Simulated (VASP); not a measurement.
# Te (I4_1/amd) in VASP: notebook, part 2 of 2

VASP 6.6.1. The steps go on from the part before.

## (3) Single point, PBE (30.57 Å³/atom)

Contents of INCAR:

```
SYSTEM = Te
  PREC = Accurate
  ENCUT = 520
  EDIFF = 1E-6
  ISMEAR = -1
  SIGMA = 0.08
  LREAL = .False.
  LASPH = .True.
  NELM = 100
  ALGO = Normal
  ISIF = 2
  LWAVE = .False.
  LCHARG = .False.
  GGA = PE
  NBANDS = 13
```

Contents of KPOINTS:

```
regular mesh
0
Gamma
  15 15 15
  0 0 0
```

Contents of POSCAR:

```
Te
1.0
   -3.1257184844      3.1257184844      1.5645118081
    3.1257184844     -3.1257184844      1.5645118081
    3.1257184844      3.1257184844     -1.5645118081
Te
2
Direct
   -0.3750000000     -0.1250000000     -0.2500000000
    0.3750000000      0.1250000000      0.2500000000
```

Potentials or basis: VASP PAW PBE potentials, release 64 (Te).

Command:

```
$ cat potpaw_PBE.64/Te/POTCAR > POTCAR
$ mpirun -np 1 vasp_std > vasp.out
```

OUTCAR:

```text
SYSTEM = Te
   PREC = Accurate
   ENCUT = 520
   EDIFF = 1E-6
   ISMEAR = -1
   LREAL = .False.
   LASPH = .True.
   NELM = 100
   ISIF = 2
   GGA = PE

 ion  position               nearest neighbor table
   1  0.625  0.875  0.750-   2 3.22   2 3.22   2 3.22   2 3.22
   2  0.375  0.125  0.250-   1 3.22   1 3.22   1 3.22   1 3.22

  LATTYP: Found a body centered tetragonal cell.
 ALAT       =     6.2514369688
 C/A-ratio  =     0.5005286995

  Lattice vectors:

 A1 = (  -3.1257184844,   3.1257184844,   1.5645118081)
 A2 = (   3.1257184844,  -3.1257184844,   1.5645118081)
 A3 = (   3.1257184844,   3.1257184844,  -1.5645118081)

Analysis of symmetry for initial positions (statically):
=====================================================================
 Subroutine PRICEL returns:
 Original cell was already a primitive cell.

 Routine SETGRP: Setting up the symmetry group for a
 body centered tetragonal supercell.

 Subroutine GETGRP returns: Found 16 space group operations
 (whereof  4 operations were pure point group operations)
 out of a pool of 16 trial point group operations.

The static configuration has the point symmetry C_2h.
 The point group associated with its full space group is D_4h.

Analysis of symmetry for dynamics (positions and initial velocities):
=====================================================================
 Subroutine PRICEL returns:
 Original cell was already a primitive cell.

 Routine SETGRP: Setting up the symmetry group for a
 body centered tetragonal supercell.

 Subroutine GETGRP returns: Found 16 space group operations
 (whereof  4 operations were pure point group operations)
 out of a pool of 16 trial point group operations.

The dynamic configuration has the point symmetry C_2h.
 The point group associated with its full space group is D_4h.

 Subroutine INISYM returns: Found 16 space group operations
 (whereof  4 operations are pure point group operations),
 and found     1 'primitive' translations

----------------------------------------------------------------------------------------

                                     Primitive cell

  volume of cell :      61.1418

  direct lattice vectors                    reciprocal lattice vectors
    -3.125718484  3.125718484  1.564511808     0.000000000  0.159963222  0.319588512
     3.125718484 -3.125718484  1.564511808     0.159963222  0.000000000  0.319588512
     3.125718484  3.125718484 -1.564511808     0.159963222  0.159963222  0.000000000

  length of vectors
     4.689128841  4.689128841  4.689128841     0.357386414  0.357386414  0.226222158

  position of ions in fractional coordinates (direct lattice)
     0.625000000  0.875000000  0.750000000
     0.375000000  0.125000000  0.250000000

  ion indices of the primitive-cell ions
   primitive index   ion index
                 1           1
                 2           2

----------------------------------------------------------------------------------------

 KPOINTS: regular mesh

Automatic generation of k-mesh.
 Grid dimensions read from file:
[... 26 lines left out ...]
  0.266667  0.000000  0.000000      8.000000
  0.333333 -0.000000  0.000000      8.000000
[... 16 lines left out ...]
  0.133333  0.133333  0.000000      8.000000
  0.200000  0.133333  0.000000     16.000000
 [... further k-points ...]
   k-points           NKPTS =    288   k-points in BZ     NKDIM =    288   number of bands    NBANDS=     13
   number of dos      NEDOS =    301   number of ions     NIONS =      2
   total plane-waves  NPLWV =  46656
   dimension x,y,z NGX =    36 NGY =   36 NGZ =   36
   dimension x,y,z NGXF=    72 NGYF=   72 NGZF=   72
   ions per type =               2
   NGX,Y,Z   is equivalent  to a cutoff of  12.76, 12.76, 12.76 a.u.
   NGXF,Y,Z  is equivalent  to a cutoff of  25.53, 25.53, 25.53 a.u.
 SYSTEM =  Te
   PREC   = accura    normal or accurate (medium, high low for compatibility)
   ISTART =      0    job   : 0-new  1-cont  2-samecut
   ICHARG =      2    charge: 1-file 2-atom 10-const
   ISPIN  =      1    spin polarized calculation?
   LNONCOLLINEAR =      F non collinear calculations
   LSORBIT =      F    spin-orbit coupling
   LASPH  =      T    aspherical Exc in radial PAW
   ENCUT  =  520.0 eV  38.22 Ry    6.18 a.u.   8.72  8.72  8.72*2*pi/ulx,y,z
   NELM   =    100;   NELMIN=  2; NELMDL= -5     # of ELM steps
   EDIFF  = 0.1E-05   stopping-criterion for ELM
   LREAL  =      F    real-space projection
   EDIFFG = 0.1E-04   stopping-criterion for IOM
   NSW    =      0    number of steps for IOM
   IBRION =     -1    ionic relax: 0-MD 1-quasi-New 2-CG
   NFREE  =      0    steps in history (QN), initial steepest desc. (CG)
   ISIF   =      2    stress and relaxation
   ISYM   =      2    0-nonsym 1-usesym 2-fastsym
   POTIM  = 0.5000    time-step for ionic-motion
   TEBEG  =    0.0;   TEEND  =   0.0 temperature during run
   PSTRESS=    0.0 pullay stress
   NELECT =      12.0000    total number of electrons
   NUPDOWN=      -1.0000    fix difference up-down
   EMIN   =  10.00;   EMAX   =-10.00  energy-range for DOS
   EFERMI =   0.00;   METHOD = LEGACY
   ISMEAR =    -1;   SIGMA  =   0.08  broadening in eV -4-tet -1-fermi 0-gaus
   EFERMI_NEDOS =   21; number of points for ismear=-14 and -15
   IALGO  =     38    algorithm
   IMIX   =      4    mixing-type and parameters
     AMIX     =   0.40;   BMIX     =  1.00
     AMIX_MAG =   1.60;   BMIX_MAG =  1.00
  volume/ion in A,a.u.               =      30.57       206.30
  Fermi-wavevector in a.u.,A,eV,Ry     =   0.951384  1.797855 12.315055  0.905131
  Thomas-Fermi vector in A             =   2.079849
   LORBIT       =      0    0 simple, 1 ext, 2 COOP (PROOUT), +10 PAW based schemes
   GGA     = PE    functional components
   LHFCALC =     F    Hartree Fock is set to
   AEXX    =    0.0000 exact exchange contribution
   IVDW    =     0    specifies the selected vdW correction
   LEPSILON=     F    determine dielectric tensor
   LRPA    =     F    only Hartree local field effects (RPA)
 non-spin polarized calculation
  energy-cutoff  :      520.00
  volume of cell :       61.14
 maximum number of plane-waves:      1672
   NGX = 17   NGY = 17   NGZ = 17

 number of electron      11.9999999 magnetization

 Free energy of the ion-electron system (eV)
  ---------------------------------------------------
  ext. energy  EPLUGINS =         0.00000000
  ---------------------------------------------------
  free energy    TOTEN  =        -5.84569202 eV

  energy without entropy =       -5.81657848  energy(sigma->0) =       -5.83113525

 E-fermi :   7.3466     XC(G=0):  -9.6379

 val. band max:        7.3441948225   @ k =  -0.3333   0.1333   0.0667
 cond. band min:       7.3511466746   @ k =   0.4667   0.1333   0.0000
 fundamental gap:      0.0069518521
 Fermi energy:         7.3465835618

 k-point     1 :       0.0000    0.0000    0.0000
  band No.  band energies     occupation
      1      -6.6752      2.00000
      2      -2.9694      2.00000
      3       2.7356      2.00000
      4       2.7356      2.00000
      5       8.3951      0.00000
      6       8.3951      0.00000
      7       9.2431      0.00000
      8      10.0599      0.00000
      9      10.1328      0.00000
     10      13.5853      0.00000
     11      13.8158      0.00000
     12      15.7424      0.00000
     13      15.8708      0.00000
[... 354 lines left out ...]
  band No.  band energies     occupation
      1      -5.0560      2.00000
      2      -2.2275      2.00000
      3       3.4817      2.00000
      4       3.9116      2.00000
      5       4.1785      2.00000
      6       4.6318      2.00000
      7       7.8688      0.00292
      8       8.0763      0.00022
      9      11.3080      0.00000
     10      12.1091      0.00000
     11      12.4538      0.00000
     12      15.9935      0.00000
     13      16.5884      0.00000

 [... further k-points ...]

------------------------ aborting loop because EDIFF is reached ----------------------------------------

  FORCE on cell =-STRESS in cart. coord.  units (eV):
  Direction    XX          YY          ZZ          XY          YZ          ZX
  --------------------------------------------------------------------------------------
  -------------------------------------------------------------------------------------
  Total        1.0312737      1.0312737      1.0219388      0.0000000      0.0000000      0.0000000
  in kB       27.0237711     27.0237711     26.7791569      0.0000000      0.0000000      0.0000000
  external PRESSURE =      26.9422330 kB  Pullay stress =       0.0000000 kB

 VOLUME and BASIS-vectors are now :
 -----------------------------------------------------------------------------
  energy-cutoff  :      520.00
  volume of cell :       61.14
      direct lattice vectors                 reciprocal lattice vectors
    -3.125718484  3.125718484  1.564511808     0.000000000  0.159963222  0.319588512
     3.125718484 -3.125718484  1.564511808     0.159963222  0.000000000  0.319588512
     3.125718484  3.125718484 -1.564511808     0.159963222  0.159963222  0.000000000

 POSITION                                       TOTAL-FORCE (eV/Angst)
 -----------------------------------------------------------------------------------
      3.12572      1.56286      1.17338        -0.000000     -0.000000      0.000000
      0.00000      1.56286      0.39113         0.000000      0.000000     -0.000000
 -----------------------------------------------------------------------------------
    total drift:                               -0.000000     -0.000000      0.000000

  FREE ENERGIE OF THE ION-ELECTRON SYSTEM (eV)
  ---------------------------------------------------
  free  energy   TOTEN  =        -5.8456920186 eV

  energy  without entropy=       -5.8165784782  energy(sigma->0) =       -5.83113525
```

OSZICAR:

```text
N       E                     dE             d eps       ncg     rms          rms(c)
DAV:   1     0.421251624406E+02    0.42125E+02   -0.45330E+03  7488   0.747E+02
DAV:   2    -0.336704776395E+01   -0.45492E+02   -0.43166E+02 10372   0.111E+02
DAV:   3    -0.580596362351E+01   -0.24389E+01   -0.24165E+01  9428   0.280E+01
DAV:   4    -0.583932845231E+01   -0.33365E-01   -0.33361E-01  8911   0.396E+00
DAV:   5    -0.584003835026E+01   -0.70990E-03   -0.70989E-03  9503   0.582E-01    0.110E+01
DAV:   6    -0.584327903259E+01   -0.32407E-02   -0.17698E-03  9018   0.284E-01    0.676E+00
DAV:   7    -0.584565369533E+01   -0.23747E-02   -0.35510E-03  8748   0.407E-01    0.145E-01
DAV:   8    -0.584568212113E+01   -0.28426E-04   -0.73655E-05  9278   0.558E-02    0.949E-02
DAV:   9    -0.584569220994E+01   -0.10089E-04   -0.17776E-05  8828   0.288E-02    0.204E-02
DAV:  10    -0.584569201860E+01    0.19134E-06   -0.38439E-07  6069   0.429E-03
   1 F= -.58456920E+01 E0= -.58311352E+01  d E =-.291135E-01
```

Wall time 92 s (1 thread of Intel Xeon Platinum 8488C (Sapphire Rapids), shared host); peak memory 0.33 GiB.

What came out:

```
Free energy            : -5.8457 eV
Pressure               : 2.7 GPa
Band gap on the k mesh : zero (bands 6 and 7 overlap by 3.75 eV)
```

Levels at points of the mesh, in eV from the Fermi level:
| k point | band 2 | band 3 | band 4 | band 5 | band 6 | band 7 | band 8 | band 9 | band 10 | band 11 |
| --- | --- | --- | --- | --- | --- | --- | --- | --- | --- | --- |
| (0.00, 0.00, 0.00) | -10.32 | -4.61 | -4.61 | 1.05 | 1.05 | 1.90 | 2.71 | 2.79 | 6.24 | 6.47 |

Caveat: spin-orbit coupling is left out, which moves the levels of the heavy elements.
